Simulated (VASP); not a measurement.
# Sn (Fd-3m) in VASP: settings compared

The runs below take Sn through single point, with PBE, BLYP, revPBE, r2SCAN.

Everything below comes from runs of VASP 6.6.1. Logs are shortened: lines on timing, memory, paths and dates and some standing lists are left out, and cuts for length are marked.

**1. The cell of the first run**

The structure is cubic, space group Fd-3m (No. 227). The conventional cell has a = 6.467 Å, b = 6.467 Å, c = 6.467 Å, α = 90.00°, β = 90.00°, γ = 90.00°. Within 3.7 Å of Sn (site symmetry -43m) lie 4 Sn at 2.80 Å.

This isn't the form of Sn at room conditions, which is tetragonal (white tin).

**2. Single point, PBE**

INCAR

```
ALGO     = Normal         # electronic algorithm
EDIFF    = 1E-6           # SCF threshold, eV
ENCUT    = 500            # plane-wave cutoff, eV
GGA      = PE             # functional
GGA_COMPAT= False        
ISIF     = 2              # what is computed and relaxed
ISMEAR   = 0              # smearing method
LASPH    = True           # aspherical terms in the spheres
LCHARG   = True           # write CHGCAR
LELF     = True           # ELF
LREAL    = False          # projectors in reciprocal space
LVHAR    = True         
LWAVE    = False          # write WAVECAR
NBANDS   = 21             # bands
NELM     = 120            # most SCF steps
PREC     = Accurate       # precision mode
SIGMA    = 0.1            # smearing width, eV
```

KPOINTS

```
k-points
0
Gamma
  8 8 8
```

POSCAR

```
Sn
1.0
    0.0000000000      3.2333428000      3.2333428000
    3.2333428000      0.0000000000      3.2333428000
    3.2333428000      3.2333428000      0.0000000000
Sn
2
Direct
    0.5000000000      0.5000000000      0.5000000000
    0.7500000000      0.7500000000      0.7500000000
```

Potentials or basis: VASP PAW PBE potentials, release 64 (Sn_d).

Started as:

```sh
$ cat potpaw_PBE.64/Sn_d/POTCAR > POTCAR
$ mpirun -np 1 vasp_std > vasp.out
```

OUTCAR:

```text
EDIFF = 1E-6
   ENCUT = 500
   GGA = PE
   ISIF = 2
   ISMEAR = 0
   LASPH = True
   LREAL = False
   NELM = 120
   PREC = Accurate

 ion  position               nearest neighbor table
   1  0.500  0.500  0.500-   2 2.80   2 2.80   2 2.80   2 2.80
   2  0.750  0.750  0.750-   1 2.80   1 2.80   1 2.80   1 2.80

  LATTYP: Found a face centered cubic cell.
 ALAT       =     6.4666856000

  Lattice vectors:

 A1 = (   0.0000000000,   3.2333428000,   3.2333428000)
 A2 = (   3.2333428000,   0.0000000000,   3.2333428000)
 A3 = (   3.2333428000,   3.2333428000,   0.0000000000)

Analysis of symmetry for initial positions (statically):
=====================================================================
 Subroutine PRICEL returns:
 Original cell was already a primitive cell.

 Routine SETGRP: Setting up the symmetry group for a
 face centered cubic supercell.

 Subroutine GETGRP returns: Found 48 space group operations
 (whereof 24 operations were pure point group operations)
 out of a pool of 48 trial point group operations.

The static configuration has the point symmetry T_d .
 The point group associated with its full space group is O_h .

Analysis of symmetry for dynamics (positions and initial velocities):
=====================================================================
 Subroutine PRICEL returns:
 Original cell was already a primitive cell.

 Routine SETGRP: Setting up the symmetry group for a
 face centered cubic supercell.

 Subroutine GETGRP returns: Found 48 space group operations
 (whereof 24 operations were pure point group operations)
 out of a pool of 48 trial point group operations.

The dynamic configuration has the point symmetry T_d .
 The point group associated with its full space group is O_h .

 Subroutine INISYM returns: Found 48 space group operations
 (whereof 24 operations are pure point group operations),
 and found     1 'primitive' translations

----------------------------------------------------------------------------------------

                                     Primitive cell

  volume of cell :      67.6060

  direct lattice vectors                    reciprocal lattice vectors
     0.000000000  3.233342800  3.233342800    -0.154638723  0.154638723  0.154638723
     3.233342800  0.000000000  3.233342800     0.154638723 -0.154638723  0.154638723
     3.233342800  3.233342800  0.000000000     0.154638723  0.154638723 -0.154638723

  length of vectors
     4.572637240  4.572637240  4.572637240     0.267842124  0.267842124  0.267842124

  position of ions in fractional coordinates (direct lattice)
     0.500000000  0.500000000  0.500000000
     0.750000000  0.750000000  0.750000000

  ion indices of the primitive-cell ions
   primitive index   ion index
                 1           1
                 2           2

----------------------------------------------------------------------------------------

 KPOINTS: k-points

Automatic generation of k-mesh.
 Grid dimensions read from file:
 generate k-points for:    8    8    8

 Generating k-lattice:

  Cartesian coordinates                     Fractional coordinates (reciprocal lattice)
    -0.019329840  0.019329840  0.019329840     0.125000000  0.000000000  0.000000000
     0.019329840 -0.019329840  0.019329840     0.000000000  0.125000000  0.000000000
     0.019329840  0.019329840 -0.019329840     0.000000000  0.000000000  0.125000000

  Length of vectors
     0.033480266  0.033480266  0.033480266

  Shift w.r.t. Gamma in fractional coordinates (k-lattice)
     0.000000000  0.000000000  0.000000000

 Subroutine IBZKPT returns following result:
 ===========================================

 Found     29 irreducible k-points:

 Following reciprocal coordinates:
            Coordinates               Weight
  0.000000  0.000000  0.000000      1.000000
  0.125000  0.000000  0.000000      8.000000
  0.250000  0.000000  0.000000      8.000000
  0.375000  0.000000  0.000000      8.000000
  0.500000  0.000000  0.000000      4.000000
  0.125000  0.125000  0.000000      6.000000
[... 16 lines left out ...]
  0.500000  0.250000  0.125000     48.000000
 -0.375000  0.250000  0.125000     24.000000
 [... further k-points ...]
   k-points           NKPTS =     29   k-points in BZ     NKDIM =     29   number of bands    NBANDS=     21
   number of dos      NEDOS =    301   number of ions     NIONS =      2
   total plane-waves  NPLWV =  46656
   dimension x,y,z NGX =    36 NGY =   36 NGZ =   36
   dimension x,y,z NGXF=    72 NGYF=   72 NGZF=   72
   ions per type =               2
   NGX,Y,Z   is equivalent  to a cutoff of  13.09, 13.09, 13.09 a.u.
   NGXF,Y,Z  is equivalent  to a cutoff of  26.18, 26.18, 26.18 a.u.
 SYSTEM =  unknown system
   PREC   = accura    normal or accurate (medium, high low for compatibility)
   ISTART =      0    job   : 0-new  1-cont  2-samecut
   ICHARG =      2    charge: 1-file 2-atom 10-const
   ISPIN  =      1    spin polarized calculation?
   LNONCOLLINEAR =      F non collinear calculations
   LSORBIT =      F    spin-orbit coupling
   LASPH  =      T    aspherical Exc in radial PAW
   ENCUT  =  500.0 eV  36.75 Ry    6.06 a.u.   8.34  8.34  8.34*2*pi/ulx,y,z
   NELM   =    120;   NELMIN=  2; NELMDL= -5     # of ELM steps
   EDIFF  = 0.1E-05   stopping-criterion for ELM
   LREAL  =      F    real-space projection
   EDIFFG = 0.1E-04   stopping-criterion for IOM
   NSW    =      0    number of steps for IOM
   IBRION =     -1    ionic relax: 0-MD 1-quasi-New 2-CG
   NFREE  =      0    steps in history (QN), initial steepest desc. (CG)
   ISIF   =      2    stress and relaxation
   ISYM   =      2    0-nonsym 1-usesym 2-fastsym
   POTIM  = 0.5000    time-step for ionic-motion
   TEBEG  =    0.0;   TEEND  =   0.0 temperature during run
   PSTRESS=    0.0 pullay stress
   NELECT =      28.0000    total number of electrons
   NUPDOWN=      -1.0000    fix difference up-down
   EMIN   =  10.00;   EMAX   =-10.00  energy-range for DOS
   EFERMI =   0.00;   METHOD = LEGACY
   ISMEAR =     0;   SIGMA  =   0.10  broadening in eV -4-tet -1-fermi 0-gaus
   EFERMI_NEDOS =   21; number of points for ismear=-14 and -15
   IALGO  =     38    algorithm
   IMIX   =      4    mixing-type and parameters
     AMIX     =   0.40;   BMIX     =  1.00
     AMIX_MAG =   1.60;   BMIX_MAG =  1.00
  volume/ion in A,a.u.               =      33.80       228.11
  Fermi-wavevector in a.u.,A,eV,Ry     =   1.220298  2.306028 20.260793  1.489126
  Thomas-Fermi vector in A             =   2.355520
   LORBIT       =      0    0 simple, 1 ext, 2 COOP (PROOUT), +10 PAW based schemes
   GGA     = PE    functional components
   LHFCALC =     F    Hartree Fock is set to
   AEXX    =    0.0000 exact exchange contribution
   IVDW    =     0    specifies the selected vdW correction
   LEPSILON=     F    determine dielectric tensor
   LRPA    =     F    only Hartree local field effects (RPA)
 non-spin polarized calculation
 Gauss-broadening in eV      SIGMA  =   0.10
  energy-cutoff  :      500.00
  volume of cell :       67.61
 maximum number of plane-waves:      1759
 NGX is ok and might be reduce to    36
   NGX = 17   NGY = 17   NGZ = 17

 number of electron      28.0000008 magnetization

 Free energy of the ion-electron system (eV)
  ---------------------------------------------------
  ext. energy  EPLUGINS =         0.00000000
  ---------------------------------------------------
  free energy    TOTEN  =        -7.61895274 eV

  energy without entropy =       -7.61816356  energy(sigma->0) =       -7.61855815

 E-fermi :   5.7465     XC(G=0):  -8.9206

 val. band max:        5.5537228433   @ k =   0.1250   0.0000   0.0000
 cond. band min:       5.7709929352   @ k =   0.5000   0.0000   0.0000
 fundamental gap:      0.2172700920
 Fermi energy:         5.7465440548

 k-point     1 :       0.0000    0.0000    0.0000
  band No.  band energies     occupation
      1     -15.9489      2.00000
      2     -15.9489      2.00000
      3     -15.9489      2.00000
      4     -15.8878      2.00000
      5     -15.8878      2.00000
      6     -15.5701      2.00000
[... 13 lines left out ...]
     20      13.7424      0.00000
     21      13.7424      0.00000

 k-point     2 :       0.1250    0.0000    0.0000
  band No.  band energies     occupation
      1     -15.9600      2.00000
      2     -15.9600      2.00000
      3     -15.9451      2.00000
      4     -15.8721      2.00000
      5     -15.8721      2.00000
      6     -15.5923      2.00000
[... 13 lines left out ...]
     20      12.8563      0.00000
     21      12.8563      0.00000

 k-point     3 :       0.2500    0.0000    0.0000
  band No.  band energies     occupation
      1     -15.9752      2.00000
      2     -15.9752      2.00000
      3     -15.9356      2.00000
      4     -15.8469      2.00000
      5     -15.8469      2.00000
      6     -15.6147      2.00000
[... 13 lines left out ...]
     20      12.6454      0.00000
     21      12.6454      0.00000

 k-point     4 :       0.3750    0.0000    0.0000
  band No.  band energies     occupation
      1     -15.9837      2.00000
      2     -15.9837      2.00000
      3     -15.9257      2.00000
      4     -15.8304      2.00000
      5     -15.8304      2.00000
      6     -15.6274      2.00000
[... 13 lines left out ...]
     20      13.4845      0.00000
     21      13.4845      0.00000

 k-point     5 :       0.5000    0.0000    0.0000
  band No.  band energies     occupation
      1     -15.9861      2.00000
      2     -15.9861      2.00000
      3     -15.9215      2.00000
      4     -15.8255      2.00000
      5     -15.8255      2.00000
      6     -15.6307      2.00000
[... 13 lines left out ...]
     20      14.5791      0.00000
     21      14.5791      0.00000
[... 382 lines left out ...]
     20      15.1532      0.00000
     21      16.2267      0.00000

 k-point    22 :       0.3750    0.2500    0.1250
  band No.  band energies     occupation
      1     -15.9901      2.00000
      2     -15.9885      2.00000
      3     -15.9218      2.00000
      4     -15.8353      2.00000
      5     -15.7953      2.00000
      6     -15.6880      2.00000
[... 13 lines left out ...]
     20      13.7895      0.00000
     21      14.1315      0.00000

 k-point    23 :       0.5000    0.2500    0.1250
  band No.  band energies     occupation
      1     -16.0090      2.00000
      2     -15.9973      2.00000
      3     -15.8893      2.00000
      4     -15.8128      2.00000
      5     -15.7761      2.00000
      6     -15.7023      2.00000
[... 13 lines left out ...]
     20      13.6020      0.00000
     21      14.8291      0.00000

 k-point    24 :      -0.3750    0.2500    0.1250
  band No.  band energies     occupation
      1     -16.0167      2.00000
      2     -15.9996      2.00000
      3     -15.8742      2.00000
      4     -15.7963      2.00000
      5     -15.7778      2.00000
      6     -15.6961      2.00000
[... 13 lines left out ...]
     20      14.3321      0.00000
     21      14.8763      0.00000

 [... further k-points ...]

------------------------ aborting loop because EDIFF is reached ----------------------------------------

  FORCE on cell =-STRESS in cart. coord.  units (eV):
  Direction    XX          YY          ZZ          XY          YZ          ZX
  --------------------------------------------------------------------------------------
  -------------------------------------------------------------------------------------
  Total        1.5844358      1.5844358      1.5844358      0.0000000      0.0000000      0.0000000
  in kB       37.5491391     37.5491391     37.5491391      0.0000000      0.0000000      0.0000000
  external PRESSURE =      37.5491391 kB  Pullay stress =       0.0000000 kB

 VOLUME and BASIS-vectors are now :
 -----------------------------------------------------------------------------
  energy-cutoff  :      500.00
  volume of cell :       67.61
      direct lattice vectors                 reciprocal lattice vectors
     0.000000000  3.233342800  3.233342800    -0.154638723  0.154638723  0.154638723
     3.233342800  0.000000000  3.233342800     0.154638723 -0.154638723  0.154638723
     3.233342800  3.233342800  0.000000000     0.154638723  0.154638723 -0.154638723

 POSITION                                       TOTAL-FORCE (eV/Angst)
 -----------------------------------------------------------------------------------
      3.23334      3.23334      3.23334        -0.000000     -0.000000     -0.000000
      4.85001      4.85001      4.85001         0.000000      0.000000      0.000000
 -----------------------------------------------------------------------------------
    total drift:                                0.000000      0.000000      0.000000

  FREE ENERGIE OF THE ION-ELECTRON SYSTEM (eV)
  ---------------------------------------------------
  free  energy   TOTEN  =        -7.6189527430 eV

  energy  without entropy=       -7.6181635644  energy(sigma->0) =       -7.61855815
```

Wall time 38 s (1 thread of AMD EPYC 7R43 (Zen 3), shared host); peak memory 0.17 GiB.

What came out:

```
Free energy            : -7.6190 eV
Pressure               : 3.8 GPa
Band gap on the k mesh : zero (bands 14 and 15 overlap by 0.07 eV)
```

Caveat: the cell stands under pressure; spin-orbit coupling is left out, which moves the levels of the heavy elements.

**3. Single point, BLYP**

INCAR

```
PREC = Accurate
ENCUT = 500
EDIFF = 1E-6
ISMEAR = 0
SIGMA = 0.1
LREAL = False
LASPH = True
NELM = 120
ALGO = Normal
ISIF = 2
LWAVE = False
LCHARG = False
GGA = B5
ALDAX = 1.0
AGGAX = 1.0
AGGAC = 1.0
ALDAC = 0.0
NBANDS = 21
GGA_COMPAT = False
```

KPOINTS

```
regular mesh
0
Gamma
  8 8 8
```

POSCAR is that of step 2.

Potentials or basis: VASP PAW PBE potentials, release 64 (Sn_d).

Started as:

```sh
$ cat potpaw_PBE.64/Sn_d/POTCAR > POTCAR
$ mpirun -np 1 vasp_std > vasp.out
```

Run time: 46 s. Hardware: 1 thread of AMD EPYC 7R43 (Zen 3), shared host; peak memory 0.17 GiB.

The run converged. Its results:

```yaml
Free_energy: -6.2532 eV
Pressure: 6.5 GPa
Band_gap_on_the_k_mesh: zero (bands 14 and 15 overlap by 0.09 eV)
```

Levels at points of the mesh, in eV from the Fermi level:
```csv
k point,band 11,band 12,band 13,band 14,band 15,band 16,band 17,band 18
"(0.00, 0.00, 0.00)",-10.68,-0.71,0.11,0.11,0.11,2.19,2.19,2.19
"(0.50, 0.00, 0.00)",-9.05,-6.32,-1.11,-1.11,0.02,3.31,3.31,5.88
"(0.50, 0.50, 0.00)",-7.57,-7.57,-2.45,-2.45,0.94,0.94,7.72,7.72
```

Caveat: the cell stands under pressure; the PAW data sets were made with another functional, which shifts forces and pressure a little; spin-orbit coupling is left out, which moves the levels of the heavy elements.

**4. Single point, revPBE**

INCAR

```
SYSTEM = Sn
ALGO     = Normal         ! electronic algorithm
EDIFF    = 1E-6           ! SCF threshold, eV
ENCUT    = 500            ! plane-wave cutoff, eV
GGA      = RE             ! functional
GGA_COMPAT= .FALSE.      
ISIF     = 2              ! what is computed and relaxed
ISMEAR   = 0              ! smearing method
LASPH    = .TRUE.         ! aspherical terms in the spheres
LCHARG   = .TRUE.         ! write CHGCAR
LELF     = .TRUE.         ! ELF
LREAL    = .FALSE.        ! projectors in reciprocal space
LVHAR    = .TRUE.       
LWAVE    = .FALSE.        ! write WAVECAR
NBANDS   = 21             ! bands
NELM     = 120            ! most SCF steps
PREC     = Accurate       ! precision mode
SIGMA    = 0.1            ! smearing width, eV
```

KPOINTS

```
k-points
0
G
  8 8 8
  0 0 0
```

POSCAR is that of step 3.

Started as:

```sh
$ cat potpaw_PBE.64/Sn_d/POTCAR > POTCAR
$ mpirun -np 1 vasp_std > vasp.out
```

Run time: 44 s. Hardware: 1 thread of AMD EPYC 7R43 (Zen 3), shared host; peak memory 0.17 GiB.

It converged, with:

| Quantity | Value |
| --- | --- |
| Free energy | -7.0198 eV |
| Pressure | 4.8 GPa |
| Band gap on the k mesh | zero (bands 14 and 15 overlap by 0.02 eV) |

Levels at points of the mesh, in eV from the Fermi level:
```csv
k point,band 10,band 11,band 12,band 13,band 14,band 15,band 16,band 17,band 18,band 19
"(0.00, 0.00, 0.00)",-21.38,-10.68,-0.53,0.06,0.06,0.06,2.14,2.14,2.14,5.15
"(0.50, 0.00, 0.00)",-21.33,-9.04,-6.34,-1.16,-1.16,0.04,3.22,3.22,5.73,8.65
"(0.50, 0.50, 0.00)",-21.31,-7.55,-7.55,-2.52,-2.52,0.84,0.84,7.79,7.79,9.45
```

Caveat: the cell stands under pressure; the PAW data sets were made with another functional, which shifts forces and pressure a little; spin-orbit coupling is left out, which moves the levels of the heavy elements.

(Part 1 of 2 ends here.)
